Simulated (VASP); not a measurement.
Pb, 3 atoms in the cell. The cell holds a slab with vacuum, 3 atoms: a = 3.480 Å, b = 3.480 Å, c = 20.590 Å, α = 90.00°, β = 90.00°, γ = 120.00°. 

```yaml
Program: VASP 6.6.1
Task: single point
Functional: PBE
Potentials_or_basis: VASP PAW PBE potentials, release 64 (Pb_d)
Cutoff: 520 eV
k_mesh: 9 × 9 × 1
Occupations: fermi-dirac, width 0.05 eV
Spin: no spin polarisation
Dipole_correction: yes
Further_INCAR_settings: ALGO = Normal; EDIFF = 1e-07; NBANDS = 28
```

Potentials or basis: VASP PAW PBE potentials, release 64 (Pb_d).

Launch:

```bash
$ cat potpaw_PBE.64/Pb_d/POTCAR > POTCAR
$ mpirun -np 1 vasp_std > vasp.out
```

Hardware: 1 thread of Intel Xeon 8259CL (shared host).

Question: Estimate the wall time of this run.

Answer: It took 3.6 min on 1 thread of Intel Xeon 8259CL, with other jobs on the host, peak memory 0.35 GiB. Counts: scf iterations 21, k points 12.
